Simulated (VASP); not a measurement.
# Ag (I4/mmm) in VASP: a series of runs, part 2 of 2

VASP 6.6.1. Earlier steps stand in the parts before.

## Step 4: Electric field gradients, PBE (equal xx and yy strain of +2 %)

INCAR reads:

```
PREC     = Accurate       # precision mode
ENCUT    = 520            # plane-wave cutoff, eV
EDIFF    = 1E-8           # SCF threshold, eV
ISMEAR   = -1             # smearing method
SIGMA    = 0.05           # smearing width, eV
LREAL    = F              # projectors in reciprocal space
LASPH    = T              # aspherical terms in the spheres
NELM     = 60             # most SCF steps
ALGO     = Normal         # electronic algorithm
ISIF     = 2              # what is computed and relaxed
LWAVE    = F              # write WAVECAR
LCHARG   = F              # write CHGCAR
GGA      = PE             # functional
LEFG     = T            
NBANDS   = 12             # bands
```

KPOINTS reads:

```
regular mesh
0
Gamma
  15 15 15
```

POSCAR reads:

```
Ag
1.0
    0.0000000000      2.0839620000      2.0431000000
    2.0839620000      0.0000000000      2.0431000000
    2.0839620000      2.0839620000      0.0000000000
Ag
1
Direct
    0.0000000000      0.0000000000      0.0000000000
```

Potentials or basis: VASP PAW PBE potentials, release 64 (Ag).

Command:

```bash
$ cat potpaw_PBE.64/Ag/POTCAR > POTCAR
$ mpirun -np 1 vasp_std > vasp.out
```

OUTCAR:

```text
PREC = Accurate
   ENCUT = 520
   EDIFF = 1E-8
   ISMEAR = -1
   LREAL = F
   LASPH = T
   NELM = 60
   ISIF = 2
   GGA = PE

 ion  position               nearest neighbor table
   1  0.000  0.000  0.000-

  LATTYP: Found a body centered tetragonal cell.
 ALAT       =     2.9471673239
 C/A-ratio  =     1.3864838847

  Lattice vectors:

 A1 = (   0.0000000000,  -2.0839620000,  -2.0431000000)
 A2 = (   0.0000000000,   2.0839620000,  -2.0431000000)
 A3 = (   2.0839620000,   0.0000000000,   2.0431000000)

Analysis of symmetry for initial positions (statically):
=====================================================================
 Subroutine PRICEL returns:
 Original cell was already a primitive cell.

 Routine SETGRP: Setting up the symmetry group for a
 body centered tetragonal supercell.

 Subroutine GETGRP returns: Found 16 space group operations
 (whereof 16 operations were pure point group operations)
[... 540 lines left out ...]

 VOLUME and BASIS-vectors are now :
 -----------------------------------------------------------------------------
  energy-cutoff  :      520.00
  volume of cell :       17.75
      direct lattice vectors                 reciprocal lattice vectors
     0.000000000  2.083962000  2.043100000    -0.239927599  0.239927599  0.244726151
     2.083962000  0.000000000  2.043100000     0.239927599 -0.239927599  0.244726151
     2.083962000  2.083962000  0.000000000     0.239927599  0.239927599 -0.244726151

 POSITION                                       TOTAL-FORCE (eV/Angst)
 -----------------------------------------------------------------------------------
      0.00000      0.00000      0.00000         0.000000     -0.000000      0.000000
 -----------------------------------------------------------------------------------
    total drift:                               -0.000000     -0.000000     -0.000000

  FREE ENERGIE OF THE ION-ELECTRON SYSTEM (eV)
  ---------------------------------------------------
  free  energy   TOTEN  =        -2.7151352850 eV

  energy  without entropy=       -2.7118566693  energy(sigma->0) =       -2.71349598

 Electric field gradients (V/A^2)
---------------------------------------------------------------------
 ion       V_xx      V_yy      V_zz      V_xy      V_xz      V_yz
---------------------------------------------------------------------
   1      -0.729    -0.729     1.459     0.000     0.001     0.001
---------------------------------------------------------------------

 Electric field gradients after diagonalization (V/A^2)
 (convention: |V_zz| > |V_xx| > |V_yy|)
----------------------------------------------------------------------
 ion       V_xx      V_yy      V_zz     asymmetry (V_yy - V_xx)/ V_zz
----------------------------------------------------------------------
   1      -0.729    -0.729     1.459       0.000
----------------------------------------------------------------------

           NMR quadrupolar parameters

 Cq : quadrupolar parameter    Cq=e*Q*V_zz/h
 eta: asymmetry parameters     (V_yy - V_xx)/ V_zz
 Q  : nuclear electric quadrupole moment in mb (millibarn)
----------------------------------------------------------------------
 ion       Cq(MHz)       eta       Q (mb)
----------------------------------------------------------------------
   1       0.004       0.000       1.000
----------------------------------------------------------------------
```

OSZICAR:

```text
N       E                     dE             d eps       ncg     rms          rms(c)
DAV:   1     0.521269044204E+02    0.52127E+02   -0.54855E+03  7020   0.825E+02
DAV:   2    -0.212708512927E+01   -0.54254E+02   -0.51065E+02  8000   0.192E+02
DAV:   3    -0.295774594286E+01   -0.83066E+00   -0.83007E+00  8040   0.252E+01
DAV:   4    -0.296040054822E+01   -0.26546E-02   -0.26545E-02  8036   0.150E+00
DAV:   5    -0.296042269278E+01   -0.22145E-04   -0.22144E-04  8148   0.123E-01    0.471E+00
DAV:   6    -0.272436645745E+01    0.23606E+00   -0.95684E-01  7500   0.870E+00    0.311E+00
DAV:   7    -0.271768576466E+01    0.66807E-02   -0.78278E-03  8036   0.847E-01    0.178E+00
DAV:   8    -0.271512265333E+01    0.25631E-02   -0.70526E-04  7808   0.204E-01    0.812E-02
DAV:   9    -0.271513013042E+01   -0.74771E-05   -0.84443E-06  8104   0.214E-02    0.251E-02
DAV:  10    -0.271513572954E+01   -0.55991E-05   -0.41210E-06  7864   0.193E-02    0.489E-03
DAV:  11    -0.271513533551E+01    0.39403E-06   -0.85112E-08  8180   0.237E-03    0.742E-04
DAV:  12    -0.271513528364E+01    0.51868E-07   -0.39356E-09  5604   0.549E-04    0.786E-05
DAV:  13    -0.271513528501E+01   -0.13713E-08   -0.11751E-10  4152   0.104E-04
   1 F= -.27151353E+01 E0= -.27134960E+01  d E =-.327862E-02
```

Run time: 37 s. Hardware: 1 thread of Intel Xeon 8259CL, shared host; peak memory 0.19 GiB.

What came out:

| Quantity | Value |
| --- | --- |
| Free energy | -2.7151 eV |
| Pressure | 0.3 GPa |
| Band gap on the k mesh | zero (an odd number of electrons rules out a gap without spin polarisation) |
| Largest electric field gradient by atom | Ag +1.5 V/Å² |

Levels at points of the mesh, in eV from the Fermi level:
```
           k point  band 2  band 3  band 4  band 5  band 6  band 7  band 8  band 9  band 10  band 11
(0.00, 0.00, 0.00)   -4.83   -4.83   -4.72   -3.89   -3.78   15.81   19.07   19.07    19.30    23.86
```

Electric field gradients, principal values (V/Å²):
| atom | least | middle | greatest (by size) |
| --- | --- | --- | --- |
| 1 Ag | -0.729 | -0.729 | 1.459 |

Caveat: the cell differs from its parent crystal (equal xx and yy strain of +2 %); without QUAD_EFG the Cq values of the log hold for a quadrupole moment of 1 mb, not for the nuclei.

## Step 5: Electric field gradients, PBE (equal xx and yy strain of +2 %)

INCAR reads:

```
SYSTEM = Ag
PREC = Accurate
ENCUT = 520
EDIFF = 1E-8
ISMEAR = -1
SIGMA = 0.05
LREAL = .FALSE.
LASPH = .TRUE.
NELM = 80
ALGO = Normal
ISIF = 2
LWAVE = .FALSE.
LCHARG = .FALSE.
GGA = PE
LEFG = .TRUE.
NBANDS = 12
```

KPOINTS reads:

```
Automatic mesh
0
G
  15 15 15
  0 0 0
```

POSCAR is that of step 4.

Potentials or basis: VASP PAW PBE potentials, release 64 (Ag).

Command:

```bash
$ cat potpaw_PBE.64/Ag/POTCAR > POTCAR
$ mpirun -np 1 vasp_std > vasp.out
```

OUTCAR:

```text
SYSTEM = Ag
   PREC = Accurate
   ENCUT = 520
   EDIFF = 1E-8
   ISMEAR = -1
   LREAL = .FALSE.
   LASPH = .TRUE.
   NELM = 80
   ISIF = 2
   GGA = PE

 ion  position               nearest neighbor table
   1  0.000  0.000  0.000-

  LATTYP: Found a body centered tetragonal cell.
 ALAT       =     2.9471673239
 C/A-ratio  =     1.3864838847

  Lattice vectors:

 A1 = (   0.0000000000,  -2.0839620000,  -2.0431000000)
 A2 = (   0.0000000000,   2.0839620000,  -2.0431000000)
 A3 = (   2.0839620000,   0.0000000000,   2.0431000000)
[... 565 lines left out ...]
    total drift:                               -0.000000     -0.000000     -0.000000

  FREE ENERGIE OF THE ION-ELECTRON SYSTEM (eV)
  ---------------------------------------------------
  free  energy   TOTEN  =        -2.7151352850 eV

  energy  without entropy=       -2.7118566693  energy(sigma->0) =       -2.71349598

 Electric field gradients (V/A^2)
---------------------------------------------------------------------
 ion       V_xx      V_yy      V_zz      V_xy      V_xz      V_yz
---------------------------------------------------------------------
   1      -0.729    -0.729     1.459     0.000     0.001     0.001
---------------------------------------------------------------------

 Electric field gradients after diagonalization (V/A^2)
 (convention: |V_zz| > |V_xx| > |V_yy|)
----------------------------------------------------------------------
 ion       V_xx      V_yy      V_zz     asymmetry (V_yy - V_xx)/ V_zz
----------------------------------------------------------------------
   1      -0.729    -0.729     1.459       0.000
----------------------------------------------------------------------

           NMR quadrupolar parameters

 Cq : quadrupolar parameter    Cq=e*Q*V_zz/h
 eta: asymmetry parameters     (V_yy - V_xx)/ V_zz
 Q  : nuclear electric quadrupole moment in mb (millibarn)
----------------------------------------------------------------------
 ion       Cq(MHz)       eta       Q (mb)
----------------------------------------------------------------------
   1       0.004       0.000       1.000
----------------------------------------------------------------------
```

Run time: 36 s. Hardware: 1 thread of Intel Xeon 8259CL, shared host; peak memory 0.19 GiB.

What came out:

| Property | Result |
| --- | --- |
| Free energy | -2.7151 eV |
| Pressure | 0.3 GPa |
| Band gap on the k mesh | zero (an odd number of electrons rules out a gap without spin polarisation) |
| Largest electric field gradient by atom | Ag +1.5 V/Å² |

Levels at points of the mesh, in eV from the Fermi level:
```csv
k point,band 4,band 5,band 6,band 7,band 8,band 9
"(0.00, 0.00, 0.00)",-4.72,-3.89,-3.78,15.81,19.07,19.07
```

Electric field gradients, principal values (V/Å²):
| atom | least | middle | greatest (by size) |
| --- | --- | --- | --- |
| 1 Ag | -0.729 | -0.729 | 1.459 |

Caveat: the cell differs from its parent crystal (equal xx and yy strain of +2 %); without QUAD_EFG the Cq values of the log hold for a quadrupole moment of 1 mb, not for the nuclei.

## Step 6: Overview

| cell | gap on the mesh (eV) | pressure (GPa) |
| --- | --- | --- |
| a = 2.861, b = 2.861, c = 2.889 Å, angles 59.7, 59.7, 60.7°, 1 atom | none | 6.9 |
| a = 2.904, b = 2.904, c = 2.889 Å, angles 60.2, 60.2, 59.7°, 1 atom | none | 3.3 |
| a = 2.918, b = 2.918, c = 2.947 Å, angles 59.7, 59.7, 60.7°, 1 atom | none | 0.3 |

Alike in all rows: task electric field gradients; level PBE; potentials or basis VASP PAW PBE potentials, release 64 (Ag); no spin polarisation; k mesh 15 × 15 × 15; cutoff (eV) 520; smearing fermi-dirac 0.05 eV.

Caveats: the cell stands under pressure (at least some runs).

Total energies depend on the potentials used, so only differences within one code and one set of settings carry meaning.
